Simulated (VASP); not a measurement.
# Mg (Fd-3m) in VASP: further runs

The runs below take Mg through single point, with PBEsol.

All numbers are computed with VASP 6.6.1; they aren't measurements. Logs are shortened: lines on timing, memory, paths and dates and some standing lists are left out, and cuts for length are marked.

**1. The cell of the first run**

Symmetry: Fd-3m, No. 227, cubic system. Conventional cell: a = 4.984 Å, b = 4.984 Å, c = 4.984 Å, α = 90.00°, β = 90.00°, γ = 90.00°. Mg (site symmetry -43m) has 4 Mg at 2.16 Å within 2.9 Å.

This isn't the form of Mg at room conditions, which is hcp.

**2. Single point, PBEsol**

Input file INCAR:

```
SYSTEM = Mg
PREC = Accurate
ENCUT = 600
EDIFF = 1E-6
ISMEAR = -1
SIGMA = 0.1
LREAL = .FALSE.
LASPH = .TRUE.
NELM = 120
ALGO = Normal
ISIF = 2
LWAVE = .FALSE.
LCHARG = .TRUE.
GGA = PS
LELF = .TRUE.
LVHAR = .TRUE.
NBANDS = 9
GGA_COMPAT = .FALSE.
```

Input file KPOINTS:

```
regular mesh
0
G
  7 7 7
  0 0 0
```

Input file POSCAR:

```
Mg
1.0
    0.0000000000      2.4918298115      2.4918298115
    2.4918298115      0.0000000000      2.4918298115
    2.4918298115      2.4918298115      0.0000000000
Mg
2
Direct
    1.0000000000      1.0000000000      1.0000000000
    0.2500000000      0.2500000000      0.2500000000
```

Potentials or basis: VASP PAW PBE potentials, release 64 (Mg).

Run with:

```
$ cat potpaw_PBE.64/Mg/POTCAR > POTCAR
$ mpirun -np 1 vasp_std > vasp.out
```

OUTCAR:

```text
SYSTEM = Mg
   PREC = Accurate
   ENCUT = 600
   EDIFF = 1E-6
   ISMEAR = -1
   LREAL = .FALSE.
   LASPH = .TRUE.
   NELM = 120
   ISIF = 2
   GGA = PS

 ion  position               nearest neighbor table
   1  0.000  0.000  0.000-   2 2.16   2 2.16   2 2.16   2 2.16
   2  0.250  0.250  0.250-   1 2.16   1 2.16   1 2.16   1 2.16

  LATTYP: Found a face centered cubic cell.
 ALAT       =     4.9836596230

  Lattice vectors:

 A1 = (   0.0000000000,   2.4918298115,   2.4918298115)
 A2 = (   2.4918298115,   0.0000000000,   2.4918298115)
 A3 = (   2.4918298115,   2.4918298115,   0.0000000000)

Analysis of symmetry for initial positions (statically):
=====================================================================
 Subroutine PRICEL returns:
 Original cell was already a primitive cell.

 Routine SETGRP: Setting up the symmetry group for a
 face centered cubic supercell.

 Subroutine GETGRP returns: Found 48 space group operations
 (whereof 24 operations were pure point group operations)
 out of a pool of 48 trial point group operations.

The static configuration has the point symmetry T_d .
 The point group associated with its full space group is O_h .

Analysis of symmetry for dynamics (positions and initial velocities):
=====================================================================
 Subroutine PRICEL returns:
 Original cell was already a primitive cell.

 Routine SETGRP: Setting up the symmetry group for a
 face centered cubic supercell.

 Subroutine GETGRP returns: Found 48 space group operations
 (whereof 24 operations were pure point group operations)
 out of a pool of 48 trial point group operations.

The dynamic configuration has the point symmetry T_d .
 The point group associated with its full space group is O_h .

 Subroutine INISYM returns: Found 48 space group operations
 (whereof 24 operations are pure point group operations),
 and found     1 'primitive' translations

----------------------------------------------------------------------------------------

                                     Primitive cell

  volume of cell :      30.9446

  direct lattice vectors                    reciprocal lattice vectors
     0.000000000  2.491829812  2.491829812    -0.200655758  0.200655758  0.200655758
     2.491829812  0.000000000  2.491829812     0.200655758 -0.200655758  0.200655758
     2.491829812  2.491829812  0.000000000     0.200655758  0.200655758 -0.200655758

  length of vectors
     3.523979515  3.523979515  3.523979515     0.347545968  0.347545968  0.347545968

  position of ions in fractional coordinates (direct lattice)
     0.000000000  0.000000000  0.000000000
     0.250000000  0.250000000  0.250000000

  ion indices of the primitive-cell ions
   primitive index   ion index
                 1           1
                 2           2

----------------------------------------------------------------------------------------

 KPOINTS: regular mesh

Automatic generation of k-mesh.
 Grid dimensions read from file:
 generate k-points for:    7    7    7

 Generating k-lattice:

  Cartesian coordinates                     Fractional coordinates (reciprocal lattice)
    -0.028665108  0.028665108  0.028665108     0.142857143  0.000000000  0.000000000
     0.028665108 -0.028665108  0.028665108     0.000000000  0.142857143  0.000000000
     0.028665108  0.028665108 -0.028665108     0.000000000  0.000000000  0.142857143

  Length of vectors
     0.049649424  0.049649424  0.049649424

  Shift w.r.t. Gamma in fractional coordinates (k-lattice)
     0.000000000  0.000000000  0.000000000

 Subroutine IBZKPT returns following result:
 ===========================================

 Found     20 irreducible k-points:

 Following reciprocal coordinates:
            Coordinates               Weight
  0.000000  0.000000  0.000000      1.000000
  0.142857  0.000000  0.000000      8.000000
  0.285714  0.000000  0.000000      8.000000
  0.428571  0.000000  0.000000      8.000000
  0.142857  0.142857  0.000000      6.000000
  0.285714  0.142857  0.000000     24.000000
[... 12 lines left out ...]
 -0.428571  0.428571  0.142857     24.000000
 -0.285714  0.428571  0.142857     24.000000
   k-points           NKPTS =     20   k-points in BZ     NKDIM =     20   number of bands    NBANDS=      9
   number of dos      NEDOS =    301   number of ions     NIONS =      2
   total plane-waves  NPLWV =  21952
   dimension x,y,z NGX =    28 NGY =   28 NGZ =   28
   dimension x,y,z NGXF=    56 NGYF=   56 NGZF=   56
   ions per type =               2
   NGX,Y,Z   is equivalent  to a cutoff of  13.21, 13.21, 13.21 a.u.
   NGXF,Y,Z  is equivalent  to a cutoff of  26.42, 26.42, 26.42 a.u.
 SYSTEM =  Mg
   PREC   = accura    normal or accurate (medium, high low for compatibility)
   ISTART =      0    job   : 0-new  1-cont  2-samecut
   ICHARG =      2    charge: 1-file 2-atom 10-const
   ISPIN  =      1    spin polarized calculation?
   LNONCOLLINEAR =      F non collinear calculations
   LSORBIT =      F    spin-orbit coupling
   LASPH  =      T    aspherical Exc in radial PAW
   ENCUT  =  600.0 eV  44.10 Ry    6.64 a.u.   7.04  7.04  7.04*2*pi/ulx,y,z
   NELM   =    120;   NELMIN=  2; NELMDL= -5     # of ELM steps
   EDIFF  = 0.1E-05   stopping-criterion for ELM
   LREAL  =      F    real-space projection
   EDIFFG = 0.1E-04   stopping-criterion for IOM
   NSW    =      0    number of steps for IOM
   IBRION =     -1    ionic relax: 0-MD 1-quasi-New 2-CG
   NFREE  =      0    steps in history (QN), initial steepest desc. (CG)
   ISIF   =      2    stress and relaxation
   ISYM   =      2    0-nonsym 1-usesym 2-fastsym
   POTIM  = 0.5000    time-step for ionic-motion
   TEBEG  =    0.0;   TEEND  =   0.0 temperature during run
   PSTRESS=    0.0 pullay stress
   NELECT =       4.0000    total number of electrons
   NUPDOWN=      -1.0000    fix difference up-down
   EMIN   =  10.00;   EMAX   =-10.00  energy-range for DOS
   EFERMI =   0.00;   METHOD = LEGACY
   ISMEAR =    -1;   SIGMA  =   0.10  broadening in eV -4-tet -1-fermi 0-gaus
   EFERMI_NEDOS =   21; number of points for ismear=-14 and -15
   IALGO  =     38    algorithm
   IMIX   =      4    mixing-type and parameters
     AMIX     =   0.40;   BMIX     =  1.00
     AMIX_MAG =   1.60;   BMIX_MAG =  1.00
  volume/ion in A,a.u.               =      15.47       104.41
  Fermi-wavevector in a.u.,A,eV,Ry     =   0.827751  1.564223  9.322330  0.685172
  Thomas-Fermi vector in A             =   1.940009
   LORBIT       =      0    0 simple, 1 ext, 2 COOP (PROOUT), +10 PAW based schemes
   GGA     = PS    functional components
   LHFCALC =     F    Hartree Fock is set to
   AEXX    =    0.0000 exact exchange contribution
   IVDW    =     0    specifies the selected vdW correction
   LEPSILON=     F    determine dielectric tensor
   LRPA    =     F    only Hartree local field effects (RPA)
 non-spin polarized calculation
  energy-cutoff  :      600.00
  volume of cell :       30.94
 maximum number of plane-waves:      1045
   NGX = 15   NGY = 15   NGZ = 15

 number of electron       4.0000000 magnetization

 Free energy of the ion-electron system (eV)
  ---------------------------------------------------
  ext. energy  EPLUGINS =         0.00000000
  ---------------------------------------------------
  free energy    TOTEN  =         2.56211820 eV

  energy without entropy =        2.59649942  energy(sigma->0) =        2.57930881

 E-fermi :   5.1225     XC(G=0):  -9.8254

 val. band max:        5.0868648817   @ k =  -0.4286   0.4286   0.1429
 cond. band min:       5.1826822248   @ k =   0.4286   0.2857   0.0000
 fundamental gap:      0.0958173430
 Fermi energy:         5.1224981027

 k-point     1 :       0.0000    0.0000    0.0000
  band No.  band energies     occupation
      1      -3.6715      2.00000
      2      11.4334      0.00000
      3      11.4334      0.00000
      4      11.4334      0.00000
      5      12.0595      0.00000
      6      12.0595      0.00000
      7      12.0595      0.00000
      8      15.1893      0.00000
      9      15.1893      0.00000

 k-point     2 :       0.1429    0.0000    0.0000
  band No.  band energies     occupation
      1      -3.2980      2.00000
      2       8.4831      0.00000
      3      10.6457      0.00000
      4      10.6457      0.00000
      5      13.2752      0.00000
      6      13.2752      0.00000
      7      13.3077      0.00000
      8      14.1881      0.00000
      9      14.1881      0.00000

 k-point     3 :       0.2857    0.0000    0.0000
  band No.  band energies     occupation
      1      -2.1902      2.00000
      2       5.0773      1.22208
      3      10.1799      0.00000
      4      10.1799      0.00000
      5      12.2319      0.00000
      6      12.2319      0.00000
      7      13.5041      0.00000
      8      15.8060      0.00000
      9      15.8060      0.00000

 k-point     4 :       0.4286    0.0000    0.0000
  band No.  band energies     occupation
      1      -0.3847      2.00000
      2       2.0665      2.00000
      3      10.2663      0.00000
      4      10.2663      0.00000
      5      11.0297      0.00000
      6      11.0297      0.00000
      7      13.8474      0.00000
      8      14.7159      0.00000
      9      18.3971      0.00000

 k-point     5 :       0.1429    0.1429    0.0000
  band No.  band energies     occupation
      1      -3.1739      2.00000
      2       9.4063      0.00000
      3       9.4063      0.00000
      4      10.5700      0.00000
      5      11.0076      0.00000
      6      12.0982      0.00000
      7      14.7571      0.00000
      8      14.7571      0.00000
      9      15.6750      0.00000

 k-point     6 :       0.2857    0.1429    0.0000
  band No.  band energies     occupation
      1      -2.3121      2.00000
      2       6.4594      0.00000
      3       8.7349      0.00000
      4       9.9844      0.00000
      5      10.2355      0.00000
      6      12.3756      0.00000
      7      14.7043      0.00000
      8      15.6094      0.00000
      9      16.9735      0.00000
[... 121 lines left out ...]
 k-point    17 :       0.4286    0.2857    0.1429
  band No.  band energies     occupation
      1      -1.2205      2.00000
      2       5.9171      0.00071
      3       5.9510      0.00050
      4       8.1397      0.00000
      5      11.7964      0.00000
      6      12.0668      0.00000
      7      14.0778      0.00000
      8      17.2419      0.00000
      9      18.0926      0.00000

 k-point    18 :      -0.4286    0.2857    0.1429
  band No.  band energies     occupation
      1       0.5603      2.00000
      2       2.9761      2.00000
      3       6.0409      0.00021
      4       6.7920      0.00000
      5      11.9993      0.00000
      6      12.8845      0.00000
      7      14.7885      0.00000
      8      17.4771      0.00000
      9      19.1698      0.00000

 k-point    19 :      -0.4286    0.4286    0.1429
  band No.  band energies     occupation
      1       1.1425      2.00000
      2       4.3053      1.99944
      3       5.0849      1.18560
      4       5.0869      1.17630
      5      11.1968      0.00000
      6      11.2715      0.00000
      7      16.1008      0.00000
      8      18.5651      0.00000
      9      21.2593      0.00000

 k-point    20 :      -0.2857    0.4286    0.1429
  band No.  band energies     occupation
      1       2.5223      2.00000
      2       3.3084      2.00000
      3       3.3194      2.00000
      4       5.6230      0.01332
      5      11.7355      0.00000
      6      14.1822      0.00000
      7      15.2147      0.00000
      8      15.7347      0.00000
      9      20.6919      0.00000

------------------------ aborting loop because EDIFF is reached ----------------------------------------

  FORCE on cell =-STRESS in cart. coord.  units (eV):
  Direction    XX          YY          ZZ          XY          YZ          ZX
  --------------------------------------------------------------------------------------
  -------------------------------------------------------------------------------------
  Total       11.6894475     11.6894475     11.6894475      0.0000000      0.0000000      0.0000000
  in kB      605.2285984    605.2285984    605.2285984      0.0000000      0.0000000      0.0000000
  external PRESSURE =     605.2285984 kB  Pullay stress =       0.0000000 kB

 VOLUME and BASIS-vectors are now :
 -----------------------------------------------------------------------------
  energy-cutoff  :      600.00
  volume of cell :       30.94
      direct lattice vectors                 reciprocal lattice vectors
     0.000000000  2.491829812  2.491829812    -0.200655758  0.200655758  0.200655758
     2.491829812  0.000000000  2.491829812     0.200655758 -0.200655758  0.200655758
     2.491829812  2.491829812  0.000000000     0.200655758  0.200655758 -0.200655758

 POSITION                                       TOTAL-FORCE (eV/Angst)
 -----------------------------------------------------------------------------------
      0.00000      0.00000      0.00000        -0.000000     -0.000000     -0.000000
      1.24591      1.24591      1.24591         0.000000      0.000000      0.000000
 -----------------------------------------------------------------------------------
    total drift:                               -0.000000      0.000000     -0.000000

  FREE ENERGIE OF THE ION-ELECTRON SYSTEM (eV)
  ---------------------------------------------------
  free  energy   TOTEN  =         2.5621182012 eV

  energy  without entropy=        2.5964994250  energy(sigma->0) =        2.57930881
```

Wall time 3.7 s (1 thread of Intel Xeon 6975P-C (Granite Rapids), shared host); peak memory 0.15 GiB.

What came out:

```yaml
Free_energy: 2.5621 eV
Pressure: 60.5 GPa
Band_gap_on_the_k_mesh: zero (bands 2 and 3 overlap by 8.11 eV)
```

Levels at points of the mesh, in eV from the Fermi level:
```tsv
k point	band 1	band 2	band 3	band 4	band 5	band 6
(0.00, 0.00, 0.00)	-8.79	6.31	6.31	6.31	6.94	6.94
```

Caveat: the cell stands under pressure; the PAW data sets were made with another functional, which shifts forces and pressure a little.

**3. Single point, PBEsol**

This run uses another cell than the first one, of 17.80 Å³/atom.

Input file INCAR:

```
PREC = Accurate
ENCUT = 600
EDIFF = 1E-6
ISMEAR = -1
SIGMA = 0.1
LREAL = F
LASPH = T
NELM = 120
ALGO = Normal
ISIF = 2
LWAVE = F
LCHARG = F
GGA = PS
NBANDS = 9
GGA_COMPAT = F
```

Input file KPOINTS:

```
Automatic mesh
0
Gamma
  7 7 7
```

Input file POSCAR:

```
Mg
1.0
    0.0000000000      2.6109948022      2.6109948022
    2.6109948022      0.0000000000      2.6109948022
    2.6109948022      2.6109948022      0.0000000000
Mg
2
Direct
    1.0000000000      1.0000000000      1.0000000000
    0.2500000000      0.2500000000      0.2500000000
```

Potentials or basis: VASP PAW PBE potentials, release 64 (Mg).

Run with:

```
$ cat potpaw_PBE.64/Mg/POTCAR > POTCAR
$ mpirun -np 1 vasp_std > vasp.out
```

It took 4 s on 1 thread of Intel Xeon 6975P-C (Granite Rapids), shared host; peak memory 0.16 GiB.

Results (log left out):

```yaml
Free_energy: 1.1174 eV
Pressure: 40.5 GPa
Band_gap_on_the_k_mesh: zero (bands 2 and 3 overlap by 7.39 eV)
```

Levels at points of the mesh, in eV from the Fermi level:
| k point | band 1 | band 2 | band 3 | band 4 | band 5 |
| --- | --- | --- | --- | --- | --- |
| (0.00, 0.00, 0.00) | -8.06 | 5.77 | 5.77 | 5.77 | 6.48 |

Caveat: the cell stands under pressure; the PAW data sets were made with another functional, which shifts forces and pressure a little.

(Continued in part 2 of 2.)
